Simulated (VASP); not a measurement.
# HfB2 (P6/mmm) in VASP: notebook, part 2 of 2

VASP 6.6.1.

### 4 Single point, PBEsol (9.15 Å³/atom)

This run uses another cell than the first one, of 9.15 Å³/atom.

INCAR reads:

```
ALGO = Normal
EDIFF = 1E-6
ENCUT = 520
GGA = PS
ISIF = 2
ISMEAR = 0
LASPH = T
LCHARG = F
LREAL = F
LWAVE = F
NBANDS = 15
NELM = 60
PREC = Accurate
SIGMA = 0.1
```

KPOINTS reads:

```
k-points
0
Gamma
  18 18 12
```

POSCAR reads:

```
HfB2
1.0
    3.0685704388      0.0000000000      0.0000000000
   -1.5342852194      2.6574599533      0.0000000000
    0.0000000000      0.0000000000      3.3656578345
Hf B
1 2
Direct
    0.0000000000      0.0000000000      0.0000000000
    0.3333333333      0.6666666667      0.5000000000
    0.6666666667      0.3333333333      0.5000000000
```

Potentials or basis: VASP PAW PBE potentials, release 64 (Hf_pv, B).

Command:

```sh
$ cat potpaw_PBE.64/Hf_pv/POTCAR potpaw_PBE.64/B/POTCAR > POTCAR
$ mpirun -np 1 vasp_std > vasp.out
```

OUTCAR:

```text
EDIFF = 1E-6
   ENCUT = 520
   GGA = PS
   ISIF = 2
   ISMEAR = 0
   LASPH = T
   LREAL = F
   NELM = 60
   PREC = Accurate

 ion  position               nearest neighbor table
   1  0.000  0.000  0.000-   2 2.44   3 2.44   2 2.44   3 2.44   2 2.44   2 2.44   3 2.44   3 2.44
                             3 2.44   3 2.44   2 2.44   2 2.44
   2  0.333  0.667  0.500-   3 1.77   3 1.77   3 1.77   1 2.44   1 2.44   1 2.44   1 2.44   1 2.44
                             1 2.44
   3  0.667  0.333  0.500-   2 1.77   2 1.77   2 1.77   1 2.44   1 2.44   1 2.44   1 2.44   1 2.44
                             1 2.44

  LATTYP: Found a hexagonal cell.
 ALAT       =     3.0685704388
 C/A-ratio  =     1.0968162216

  Lattice vectors:

 A1 = (   3.0685704388,   0.0000000000,   0.0000000000)
 A2 = (  -1.5342852194,   2.6574599533,   0.0000000000)
 A3 = (   0.0000000000,   0.0000000000,   3.3656578345)

Analysis of symmetry for initial positions (statically):
=====================================================================
 Subroutine PRICEL returns:
 Original cell was already a primitive cell.

[... 188 lines left out ...]
      8       5.5751      2.00000
      9      12.5856      0.00000
     10      12.5856      0.00000
     11      13.3919      0.00000
     12      13.3919      0.00000
     13      13.4643      0.00000
     14      13.4643      0.00000
[... 401 lines left out ...]
      2     -21.9453      2.00000
      3     -21.8212      2.00000
      4      -2.1828      2.00000
      5      -0.3141      2.00000
      6       3.2896      2.00000
      7       4.0429      2.00000
      8       6.5061      2.00000
      9       8.6850      0.00000
     10      12.1086      0.00000
     11      13.5149      0.00000
     12      14.4624      0.00000
     13      16.1591      0.00000
     14      17.8134      0.00000
     15      19.7501      0.00000

 [... further k-points ...]

------------------------ aborting loop because EDIFF is reached ----------------------------------------

  FORCE on cell =-STRESS in cart. coord.  units (eV):
  Direction    XX          YY          ZZ          XY          YZ          ZX
  --------------------------------------------------------------------------------------
  -------------------------------------------------------------------------------------
  Total        3.1202141      3.1202141      3.2224962      0.0000000      0.0000000      0.0000000
  in kB      182.1470679    182.1470679    188.1179359      0.0000000      0.0000000      0.0000000
  external PRESSURE =     184.1373573 kB  Pullay stress =       0.0000000 kB

 VOLUME and BASIS-vectors are now :
 -----------------------------------------------------------------------------
  energy-cutoff  :      520.00
  volume of cell :       27.45
      direct lattice vectors                 reciprocal lattice vectors
     3.068570439  0.000000000  0.000000000     0.325884649  0.188149590  0.000000000
    -1.534285219  2.657459953  0.000000000     0.000000000  0.376299180  0.000000000
     0.000000000  0.000000000  3.365657834     0.000000000  0.000000000  0.297118736

 POSITION                                       TOTAL-FORCE (eV/Angst)
 -----------------------------------------------------------------------------------
      0.00000      0.00000      0.00000         0.000000      0.000000      0.000000
     -0.00000      1.77164      1.68283         0.000000     -0.000000      0.000000
      1.53429      0.88582      1.68283        -0.000000      0.000000      0.000000
 -----------------------------------------------------------------------------------
    total drift:                               -0.000000      0.000000      0.000000

  FREE ENERGIE OF THE ION-ELECTRON SYSTEM (eV)
  ---------------------------------------------------
  free  energy   TOTEN  =       -27.7698119334 eV

  energy  without entropy=      -27.7687955759  energy(sigma->0) =      -27.76930375
```

stdout:

```text
POSCAR found type information on POSCAR HfB
 POSCAR found :  2 types and       3 ions
 scaLAPACK will be used
 -----------------------------------------------------------------------------
|                                                                             |
|                                                                             |
|     You enforced a specific xc type in the INCAR file but a different       |
|     I HOPE YOU KNOW WHAT YOU ARE DOING!                                     |
|                                                                             |
 -----------------------------------------------------------------------------

 LDA part: xc-table for (Slater+PW92), standard interpolation
 POSCAR, INCAR and KPOINTS ok, starting setup
 FFT: planning ... GRIDC
 FFT: planning ... GRID_SOFT
 FFT: planning ... GRID
 WAVECAR not read
 entering main loop
```

Wall time 35 s (1 thread of Intel Xeon Platinum 8559C (Emerald Rapids), shared host); peak memory 0.23 GiB.

What came out:

```yaml
Free_energy: -27.7698 eV
Pressure: 18.4 GPa
Band_gap_on_the_k_mesh: zero (bands 8 and 9 overlap by 1.27 eV)
```

Levels at points of the mesh, in eV from the Fermi level:
```csv
k point,band 6,band 7,band 8,band 9,band 10,band 11
"(0.00, 0.00, 0.00)",-3.20,-3.20,-2.67,4.34,4.34,5.14
"(0.50, 0.00, 0.00)",-4.41,-3.58,-3.21,2.30,2.90,6.13
"(0.00, 0.00, 0.50)",-1.29,-1.29,0.14,0.14,0.97,0.97
"(0.50, 0.00, 0.50)",-5.37,-5.07,-2.54,4.39,4.70,6.79
```

Caveat: the cell stands under pressure; the PAW data sets were made with another functional, which shifts forces and pressure a little; spin-orbit coupling is left out, which moves the levels of the heavy elements.

### 5 Single point, PBEsol (9.44 Å³/atom)

This run uses another cell than the first one, of 9.44 Å³/atom.

INCAR reads:

```
  PREC = Accurate
  ENCUT = 520
  EDIFF = 1E-6
  ISMEAR = 0
  SIGMA = 0.1
  LREAL = F
  LASPH = T
  NELM = 100
  ALGO = Normal
  ISIF = 2
  LWAVE = F
  LCHARG = F
  GGA = PS
  NBANDS = 15
```

KPOINTS reads:

```
regular mesh
0
Gamma
  18 18 12
```

POSCAR reads:

```
HfB2
1.0
    3.0985628969      0.0000000000      0.0000000000
   -1.5492814485      2.6834341839      0.0000000000
    0.0000000000      0.0000000000      3.4061628192
Hf B
1 2
Direct
    0.0000000000      0.0000000000      0.0000000000
    0.3333333333      0.6666666667      0.5000000000
    0.6666666667      0.3333333333      0.5000000000
```

Command:

```sh
$ cat potpaw_PBE.64/Hf_pv/POTCAR potpaw_PBE.64/B/POTCAR > POTCAR
$ mpirun -np 1 vasp_std > vasp.out
```

Run time: 42 s. Hardware: 1 thread of Intel Xeon Platinum 8559C (Emerald Rapids), shared host; peak memory 0.23 GiB.

Results (log left out):

```yaml
Free_energy: -27.8432 eV
Pressure: 8.5 GPa
Band_gap_on_the_k_mesh: zero (bands 8 and 9 overlap by 1.26 eV)
```

Stress tensor (GPa, compression positive):
```
8.33 0.00 0.00
0.00 8.33 0.00
0.00 0.00 8.78
```

Levels at points of the mesh, in eV from the Fermi level:
```tsv
k point	band 4	band 5	band 6	band 7	band 8	band 9	band 10	band 11	band 12	band 13
(0.00, 0.00, 0.00)	-14.05	-3.19	-3.11	-3.11	-2.72	4.17	4.17	4.94	4.94	5.09
(0.50, 0.00, 0.00)	-10.08	-9.09	-4.31	-3.54	-3.11	2.22	2.80	5.91	5.92	6.61
(0.00, 0.00, 0.50)	-11.36	-8.61	-1.27	-1.27	0.16	0.16	0.95	0.95	2.43	5.12
(0.50, 0.00, 0.50)	-10.61	-7.57	-5.24	-4.96	-2.62	4.21	4.46	6.53	7.76	7.78
```

Caveat: the cell stands under pressure; the PAW data sets were made with another functional, which shifts forces and pressure a little; spin-orbit coupling is left out, which moves the levels of the heavy elements.

### 6 Single point, PBEsol

This run uses another cell than the first one, of 9.90 Å³/atom.

INCAR reads:

```
SYSTEM = HfB2
  PREC = Accurate
  ENCUT = 520
  EDIFF = 1E-6
  ISMEAR = 0
  SIGMA = 0.1
  LREAL = .False.
  LASPH = .True.
  NELM = 80
  ALGO = Normal
  ISIF = 2
  LWAVE = .False.
  LCHARG = .False.
  GGA = PS
  NBANDS = 15
```

KPOINTS reads:

```
regular mesh
0
Gamma
  18 18 12
  0 0 0
```

POSCAR reads:

```
HfB2
1.0
    3.1400000000      0.0000000000      0.0000000000
   -1.5700000000      2.7193197679      0.0000000000
    0.0000000000      0.0000000000      3.4800000000
Hf B
1 2
Direct
    0.0000000000      0.0000000000      0.0000000000
    0.3333333333      0.6666666667      0.5000000000
    0.6666666667      0.3333333333      0.5000000000
```

Potentials or basis: VASP PAW PBE potentials, release 64 (Hf_pv, B).

Command:

```sh
$ cat potpaw_PBE.64/Hf_pv/POTCAR potpaw_PBE.64/B/POTCAR > POTCAR
$ mpirun -np 1 vasp_std > vasp.out
```

OUTCAR:

```text
SYSTEM = HfB2
   PREC = Accurate
   ENCUT = 520
   EDIFF = 1E-6
   ISMEAR = 0
   LREAL = .False.
   LASPH = .True.
   NELM = 80
   ISIF = 2
   GGA = PS

 ion  position               nearest neighbor table
   1  0.000  0.000  0.000-   2 2.51   3 2.51   2 2.51   3 2.51   3 2.51   3 2.51   2 2.51   2 2.51
                             3 2.51   3 2.51   2 2.51   2 2.51
   2  0.333  0.667  0.500-   3 1.81   3 1.81   3 1.81   1 2.51   1 2.51   1 2.51   1 2.51   1 2.51
                             1 2.51
   3  0.667  0.333  0.500-   2 1.81   2 1.81   2 1.81   1 2.51   1 2.51   1 2.51   1 2.51   1 2.51
                             1 2.51

  LATTYP: Found a hexagonal cell.
 ALAT       =     3.1400000000
 C/A-ratio  =     1.1082802548

  Lattice vectors:

 A1 = (   3.1400000000,   0.0000000000,   0.0000000000)
 A2 = (  -1.5700000000,   2.7193197679,   0.0000000000)
 A3 = (   0.0000000000,   0.0000000000,   3.4800000000)

Analysis of symmetry for initial positions (statically):
=====================================================================
 Subroutine PRICEL returns:
 Original cell was already a primitive cell.

 Routine SETGRP: Setting up the symmetry group for a
 hexagonal supercell.

 Subroutine GETGRP returns: Found 24 space group operations
[... 188 lines left out ...]
     12      12.2149      0.00000
     13      12.5480      0.00000
     14      12.5480      0.00000
[... 401 lines left out ...]
      2     -22.8910      2.00000
      3     -22.7486      2.00000
      4      -2.5116      2.00000
      5      -0.8130      2.00000
      6       2.8432      2.00000
      7       3.6063      2.00000
      8       6.0000      2.00000
      9       7.9633      0.00000
     10      11.1541      0.00000
     11      12.4291      0.00000
     12      13.2742      0.00000
     13      14.6889      0.00000
     14      16.3334      0.00000
     15      18.0845      0.00000

 [... further k-points ...]

------------------------ aborting loop because EDIFF is reached ----------------------------------------

  FORCE on cell =-STRESS in cart. coord.  units (eV):
  Direction    XX          YY          ZZ          XY          YZ          ZX
  --------------------------------------------------------------------------------------
  -------------------------------------------------------------------------------------
  Total       -0.7519008     -0.7519008     -0.9887289      0.0000000      0.0000000      0.0000000
  in kB      -40.5417016    -40.5417016    -53.3112213      0.0000000      0.0000000      0.0000000
  external PRESSURE =     -44.7982082 kB  Pullay stress =       0.0000000 kB

 VOLUME and BASIS-vectors are now :
 -----------------------------------------------------------------------------
  energy-cutoff  :      520.00
  volume of cell :       29.71
      direct lattice vectors                 reciprocal lattice vectors
     3.140000000  0.000000000  0.000000000     0.318471338  0.183869512  0.000000000
    -1.570000000  2.719319768  0.000000000     0.000000000  0.367739025  0.000000000
     0.000000000  0.000000000  3.480000000     0.000000000  0.000000000  0.287356322

 POSITION                                       TOTAL-FORCE (eV/Angst)
 -----------------------------------------------------------------------------------
      0.00000      0.00000      0.00000        -0.000000      0.000000      0.000000
     -0.00000      1.81288      1.74000         0.000000     -0.000000      0.000000
      1.57000      0.90644      1.74000        -0.000000      0.000000      0.000000
 -----------------------------------------------------------------------------------
    total drift:                               -0.000000      0.000000     -0.000000

  FREE ENERGIE OF THE ION-ELECTRON SYSTEM (eV)
  ---------------------------------------------------
  free  energy   TOTEN  =       -27.8586236407 eV

  energy  without entropy=      -27.8574785120  energy(sigma->0) =      -27.85805108
```

OSZICAR:

```text
N       E                     dE             d eps       ncg     rms          rms(c)
DAV:   1     0.273893746793E+02    0.27389E+02   -0.80386E+03  7770   0.102E+03
DAV:   2    -0.285636537105E+02   -0.55953E+02   -0.52599E+02 10335   0.220E+02
DAV:   3    -0.300617438726E+02   -0.14981E+01   -0.14929E+01 10087   0.265E+01
DAV:   4    -0.300678205740E+02   -0.60767E-02   -0.60750E-02  9191   0.208E+00
DAV:   5    -0.300678568055E+02   -0.36231E-04   -0.36231E-04 10101   0.142E-01    0.534E+01
DAV:   6    -0.279750959944E+02    0.20928E+01   -0.25111E+00  9338   0.115E+01    0.388E+01
DAV:   7    -0.279273914046E+02    0.47705E-01   -0.90488E-01 10003   0.693E+00    0.109E+01
DAV:   8    -0.278629436791E+02    0.64448E-01   -0.23815E-01  9219   0.370E+00    0.155E+00
DAV:   9    -0.278588555135E+02    0.40882E-02   -0.19846E-02  9065   0.113E+00    0.409E-01
DAV:  10    -0.278586189574E+02    0.23656E-03   -0.82486E-04  9912   0.242E-01    0.242E-01
DAV:  11    -0.278586259316E+02   -0.69742E-05   -0.61742E-05  9513   0.580E-02    0.103E-01
DAV:  12    -0.278586235968E+02    0.23348E-05   -0.35955E-06  9191   0.140E-02    0.873E-03
DAV:  13    -0.278586236407E+02   -0.43898E-07   -0.20535E-07  4550   0.372E-03
   1 F= -.27858624E+02 E0= -.27858051E+02  d E =-.114513E-02
```

stdout:

```text
POSCAR found type information on POSCAR HfB
 POSCAR found :  2 types and       3 ions
 scaLAPACK will be used
 -----------------------------------------------------------------------------
|                                                                             |
|                                                                             |
|     You enforced a specific xc type in the INCAR file but a different       |
|     I HOPE YOU KNOW WHAT YOU ARE DOING!                                     |
|                                                                             |
 -----------------------------------------------------------------------------

 LDA part: xc-table for (Slater+PW92), standard interpolation
 POSCAR, INCAR and KPOINTS ok, starting setup
 FFT: planning ... GRIDC
 FFT: planning ... GRID_SOFT
 FFT: planning ... GRID
 WAVECAR not read
 entering main loop
```

It took 39 s on 1 thread of Intel Xeon Platinum 8559C (Emerald Rapids), shared host; peak memory 0.23 GiB.

Results:

```
Free energy            : -27.8586 eV
Pressure               : -4.5 GPa
Band gap on the k mesh : zero (bands 8 and 9 overlap by 1.32 eV)
```

Caveat: the cell stands under tension; the PAW data sets were made with another functional, which shifts forces and pressure a little; spin-orbit coupling is left out, which moves the levels of the heavy elements.

### 7 The runs side by side

```tsv
cell	gap on the mesh (eV)	pressure (GPa)
a = 3.006, b = 3.006, c = 3.284 Å, angles 90.0, 90.0, 120.0°, 3 atoms	none	43.4
a = 3.038, b = 3.038, c = 3.325 Å, angles 90.0, 90.0, 120.0°, 3 atoms	none	30.0
a = 3.069, b = 3.069, c = 3.366 Å, angles 90.0, 90.0, 120.0°, 3 atoms	none	18.4
a = 3.099, b = 3.099, c = 3.406 Å, angles 90.0, 90.0, 120.0°, 3 atoms	none	8.5
a = 3.140, b = 3.140, c = 3.480 Å, angles 90.0, 90.0, 120.0°, 3 atoms	none	-4.5
```

Alike in all rows: task single point; level PBEsol; potentials or basis VASP PAW PBE potentials, release 64 (Hf_pv, B); no spin polarisation; k mesh 18 × 18 × 12; cutoff (eV) 520; smearing gaussian 0.1 eV.

Caveats: the PAW data sets were made with another functional, which shifts forces and pressure a little; spin-orbit coupling is left out, which moves the levels of the heavy elements; the cell stands under pressure (at least some runs); the cell stands under tension (at least some runs).

Absolute energies hang on the potentials; compare differences alone.
